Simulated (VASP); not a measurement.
# CoSi2 (Fm-3m) in VASP: a series of runs, part 2 of 2

VASP 6.6.1. The steps go on from the part before.

## 4. Single point, r2SCAN, collinear spin, ferromagnetic start

This run uses another cell than the first one, of 12.87 Å³/atom, 1.029 times its volume.

POSCAR reads:

```
CoSi2
1.0
    0.0000000000      2.6824999877      2.6824999877
    2.6824999877      0.0000000000      2.6824999877
    2.6824999877      2.6824999877      0.0000000000
Co Si
1 2
Direct
    0.0000000000      0.0000000000      0.0000000000
    0.2500000000      0.2500000000      0.2500000000
    0.7500000000      0.7500000000      0.7500000000
```

INCAR.step1 reads:

```
SYSTEM = CoSi2
ALGO = Normal
EDIFF = 1E-4
ENCUT = 520
GGA = PE
ISMEAR = 0
ISPIN = 2
LASPH = .True.
LCHARG = .False.
LMAXMIX = 4
LREAL = .False.
LWAVE = .True.
MAGMOM = 0.05 0 0
NBANDS = 20
NELM = 150
PREC = Accurate
SIGMA = 0.05
```

INCAR.step2 reads:

```
SYSTEM = CoSi2
ALGO = Normal
EDIFF = 1E-6
ENCUT = 520
ISIF = 2
ISMEAR = 0
ISPIN = 2
ISTART = 1
LASPH = .True.
LCHARG = .True.
LELF = .True.
LMAXMIX = 4
LMIXTAU = .True.
LORBIT = 11
LREAL = .False.
LVHAR = .True.
LWAVE = .False.
MAGMOM = 0.05 0 0
METAGGA = R2SCAN
NBANDS = 20
NELM = 150
PREC = Accurate
SIGMA = 0.05
```

KPOINTS reads:

```
k-points
0
Gamma
  8 8 8
  0 0 0
```

Potentials or basis: VASP PAW PBE potentials, release 64 (Co, Si).

Started as:

```
$ cat potpaw_PBE.64/Co/POTCAR potpaw_PBE.64/Si/POTCAR > POTCAR
$ cp INCAR.step1 INCAR
$ mpirun -np 1 vasp_std > vasp.out
$ cp INCAR.step2 INCAR
$ mpirun -np 1 vasp_std > vasp.out
```

OUTCAR:

```text
SYSTEM = CoSi2
   EDIFF = 1E-6
   ENCUT = 520
   ISIF = 2
   ISMEAR = 0
   ISPIN = 2
   ISTART = 1
   LASPH = .True.
   LORBIT = 11
   LREAL = .False.
   METAGGA = R2SCAN
   NELM = 150
   PREC = Accurate

 ion  position               nearest neighbor table
   1  0.000  0.000  0.000-   3 2.32   3 2.32   3 2.32   2 2.32   3 2.32   2 2.32   2 2.32   2 2.32

   2  0.250  0.250  0.250-   1 2.32   1 2.32   1 2.32   1 2.32   3 2.68   3 2.68   3 2.68   3 2.68
                             3 2.68   3 2.68
   3  0.750  0.750  0.750-   1 2.32   1 2.32   1 2.32   1 2.32   2 2.68   2 2.68   2 2.68   2 2.68
                             2 2.68   2 2.68

  LATTYP: Found a face centered cubic cell.
 ALAT       =     5.3649999754

  Lattice vectors:

 A1 = (   0.0000000000,   2.6824999877,   2.6824999877)
 A2 = (   2.6824999877,   0.0000000000,   2.6824999877)
 A3 = (   2.6824999877,   2.6824999877,   0.0000000000)

Analysis of symmetry for initial positions (statically):
=====================================================================
 Subroutine PRICEL returns:
 Original cell was already a primitive cell.

 Routine SETGRP: Setting up the symmetry group for a
 face centered cubic supercell.

 Subroutine GETGRP returns: Found 48 space group operations
 (whereof 48 operations were pure point group operations)
 out of a pool of 48 trial point group operations.

The static configuration has the point symmetry O_h .

Analysis of symmetry for dynamics (positions and initial velocities):
=====================================================================
 Subroutine PRICEL returns:
 Original cell was already a primitive cell.

 Routine SETGRP: Setting up the symmetry group for a
 face centered cubic supercell.

 Subroutine GETGRP returns: Found 48 space group operations
 (whereof 48 operations were pure point group operations)
 out of a pool of 48 trial point group operations.

The dynamic configuration has the point symmetry O_h .

Analysis of structural, dynamic, and magnetic symmetry:
=====================================================================
 Subroutine PRICEL returns:
 Original cell was already a primitive cell.

 Routine SETGRP: Setting up the symmetry group for a
 face centered cubic supercell.

 Subroutine GETGRP returns: Found 48 space group operations
 (whereof 48 operations were pure point group operations)
 out of a pool of 48 trial point group operations.

The overall configuration has the point symmetry O_h .

 Subroutine INISYM returns: Found 48 space group operations
 (whereof 48 operations are pure point group operations),
 and found     1 'primitive' translations

----------------------------------------------------------------------------------------

                                     Primitive cell

  volume of cell :      38.6055

  direct lattice vectors                    reciprocal lattice vectors
     0.000000000  2.682499988  2.682499988    -0.186393291  0.186393291  0.186393291
     2.682499988  0.000000000  2.682499988     0.186393291 -0.186393291  0.186393291
     2.682499988  2.682499988  0.000000000     0.186393291  0.186393291 -0.186393291

  length of vectors
[... 80 lines left out ...]
   LSORBIT =      F    spin-orbit coupling
   LASPH  =      T    aspherical Exc in radial PAW
   ENCUT  =  520.0 eV  38.22 Ry    6.18 a.u.   7.05  7.05  7.05*2*pi/ulx,y,z
   NELM   =    150;   NELMIN=  2; NELMDL=  0     # of ELM steps
   EDIFF  = 0.1E-05   stopping-criterion for ELM
   LREAL  =      F    real-space projection
   EDIFFG = 0.1E-04   stopping-criterion for IOM
   NSW    =      0    number of steps for IOM
   IBRION =     -1    ionic relax: 0-MD 1-quasi-New 2-CG
   NFREE  =      0    steps in history (QN), initial steepest desc. (CG)
   ISIF   =      2    stress and relaxation
   ISYM   =      2    0-nonsym 1-usesym 2-fastsym
   POTIM  = 0.5000    time-step for ionic-motion
   TEBEG  =    0.0;   TEEND  =   0.0 temperature during run
   PSTRESS=    0.0 pullay stress
   NELECT =      17.0000    total number of electrons
   NUPDOWN=      -1.0000    fix difference up-down
   EMIN   =  10.00;   EMAX   =-10.00  energy-range for DOS
   EFERMI =   0.00;   METHOD = LEGACY
   ISMEAR =     0;   SIGMA  =   0.05  broadening in eV -4-tet -1-fermi 0-gaus
   EFERMI_NEDOS =   21; number of points for ismear=-14 and -15
   IALGO  =     38    algorithm
   IMIX   =      4    mixing-type and parameters
     AMIX     =   0.40;   BMIX     =  1.00
     AMIX_MAG =   1.60;   BMIX_MAG =  1.00
  volume/ion in A,a.u.               =      12.87        86.84
  Fermi-wavevector in a.u.,A,eV,Ry     =   1.245493  2.353641 21.106088  1.551254
  Thomas-Fermi vector in A             =   2.379713
   LORBIT       =     11    0 simple, 1 ext, 2 COOP (PROOUT), +10 PAW based schemes
   METAGGA = R2SCAN    functional components
   LHFCALC =     F    Hartree Fock is set to
   AEXX    =    0.0000 exact exchange contribution
   IVDW    =     0    specifies the selected vdW correction
   LEPSILON=     F    determine dielectric tensor
   LRPA    =     F    only Hartree local field effects (RPA)
 spin polarized calculation
 Gauss-broadening in eV      SIGMA  =   0.05
  energy-cutoff  :      520.00
  volume of cell :       38.61
 maximum number of plane-waves:      1056
   NGX = 15   NGY = 15   NGZ = 15

 number of electron      16.9999994 magnetization      -0.0000007

 number of electron      16.9999994 magnetization       0.0000001

 Free energy of the ion-electron system (eV)
  ---------------------------------------------------
  ext. energy  EPLUGINS =         0.00000000
  ---------------------------------------------------
  free energy    TOTEN  =       -31.98873324 eV

  energy without entropy =      -31.98733903  energy(sigma->0) =      -31.98803614

 E-fermi :   9.8779     XC(G=0): -12.5173

 val. band max:        9.8749980092   @ k =  -0.3750   0.1250   0.0000
 cond. band min:       9.9519190504   @ k =  -0.1250   0.1250   0.0000
 fundamental gap:      0.0769210412
 Fermi energy:         9.8779051049

 spin component 1

 k-point     1 :       0.0000    0.0000    0.0000
  band No.  band energies     occupation
      1      -3.8157      1.00000
      2       5.7041      1.00000
      3       5.7041      1.00000
      4       5.7041      1.00000
      5       7.9431      1.00000
      6       7.9431      1.00000
[... 541 lines left out ...]
     19      26.0657      0.00000
     20      26.6124      0.00000

 [... further k-points ...]

 spin component 2

 k-point     1 :       0.0000    0.0000    0.0000
  band No.  band energies     occupation
      1      -3.8157      1.00000
      2       5.7041      1.00000
      3       5.7041      1.00000
      4       5.7041      1.00000
      5       7.9431      1.00000
      6       7.9431      1.00000
[... 541 lines left out ...]
     19      26.0657      0.00000
     20      26.6124      0.00000

 [... further k-points ...]

------------------------ aborting loop because EDIFF is reached ----------------------------------------

  FORCE on cell =-STRESS in cart. coord.  units (eV):
  Direction    XX          YY          ZZ          XY          YZ          ZX
  --------------------------------------------------------------------------------------
  -------------------------------------------------------------------------------------
  Total       -1.2840882     -1.2840882     -1.2840882      0.0000000      0.0000000      0.0000000
  in kB      -53.2912930    -53.2912930    -53.2912930      0.0000000      0.0000000      0.0000000
  external PRESSURE =     -53.2912930 kB  Pullay stress =       0.0000000 kB

 VOLUME and BASIS-vectors are now :
 -----------------------------------------------------------------------------
  energy-cutoff  :      520.00
  volume of cell :       38.61
      direct lattice vectors                 reciprocal lattice vectors
     0.000000000  2.682499988  2.682499988    -0.186393291  0.186393291  0.186393291
     2.682499988  0.000000000  2.682499988     0.186393291 -0.186393291  0.186393291
     2.682499988  2.682499988  0.000000000     0.186393291  0.186393291 -0.186393291

 POSITION                                       TOTAL-FORCE (eV/Angst)
 -----------------------------------------------------------------------------------
      0.00000      0.00000      0.00000         0.000000      0.000000      0.000000
      1.34125      1.34125      1.34125        -0.000000     -0.000000     -0.000000
      4.02375      4.02375      4.02375         0.000000      0.000000      0.000000
 -----------------------------------------------------------------------------------
    total drift:                               -0.000000     -0.000000      0.000000

  FREE ENERGIE OF THE ION-ELECTRON SYSTEM (eV)
  ---------------------------------------------------
  free  energy   TOTEN  =       -31.9887332423 eV

  energy  without entropy=      -31.9873390349  energy(sigma->0) =      -31.98803614

 total charge

# of ion       s       p       d       tot
------------------------------------------
    1        0.559   0.752   7.595   8.906
    2        0.708   0.884   0.000   1.591
    3        0.708   0.884   0.000   1.591
--------------------------------------------------
tot          1.975   2.519   7.595  12.089

 magnetization (x)

# of ion       s       p       d       tot
------------------------------------------
    1        0.000   0.000   0.000   0.000
    2        0.000   0.000   0.000   0.000
    3        0.000   0.000   0.000   0.000
--------------------------------------------------
tot          0.000   0.000   0.000   0.000
```

Wall time 7.1 min (1 thread of AMD EPYC 7R13, shared host); peak memory 0.17 GiB.

Results:

```
Free energy                                           : -31.9887 eV
Pressure                                              : -5.3 GPa
Net moment                                            : 0.00 μB per cell
Valence electrons inside the program's atomic spheres : Co 8.91; Si 1.59
```

Levels at points of the mesh, in eV from the Fermi level:
Spin up:
```csv
k point,band 7,band 8,band 9,band 10,band 11,band 12
"(0.00, 0.00, 0.00)",1.24,3.65,3.65,3.65,3.66,3.66
"(0.50, 0.00, 0.00)",-1.60,-0.49,-0.49,3.19,3.65,3.65
"(0.50, 0.50, 0.00)",-1.88,-1.88,-1.33,1.84,3.22,9.02
```
Spin down:
| k point | band 5 | band 6 | band 7 | band 8 | band 9 | band 10 | band 11 | band 12 | band 13 | band 14 |
| --- | --- | --- | --- | --- | --- | --- | --- | --- | --- | --- |
| (0.00, 0.00, 0.00) | -1.93 | -1.93 | 1.24 | 3.65 | 3.65 | 3.65 | 3.66 | 3.66 | 3.66 | 6.18 |
| (0.50, 0.00, 0.00) | -2.13 | -1.60 | -1.60 | -0.49 | -0.49 | 3.19 | 3.65 | 3.65 | 4.79 | 10.99 |
| (0.50, 0.50, 0.00) | -3.83 | -1.93 | -1.88 | -1.88 | -1.33 | 1.84 | 3.22 | 9.02 | 10.29 | 10.29 |

Caveat: the PAW data sets were made with another functional, which shifts forces and pressure a little.

## 5. Summary

```tsv
cell	gap on the mesh (eV)	pressure (GPa)	moment (μB)
a = 3.758 Å, angles 60.0°, 3 atoms	none	-0.1	0.00
a = 3.783 Å, angles 60.0°, 3 atoms	none	-3.8	0.00
a = 3.794 Å, angles 60.0°, 3 atoms	none	-5.3	0.00
```

Alike in all rows: task single point; level r2SCAN; potentials or basis VASP PAW PBE potentials, release 64 (Co, Si); spin collinear, ferromagnetic start; k mesh 8 × 8 × 8; cutoff (eV) 520; smearing gaussian 0.05 eV.

Caveats: the PAW data sets were made with another functional, which shifts forces and pressure a little.

Absolute energies hang on the potentials; compare differences alone.
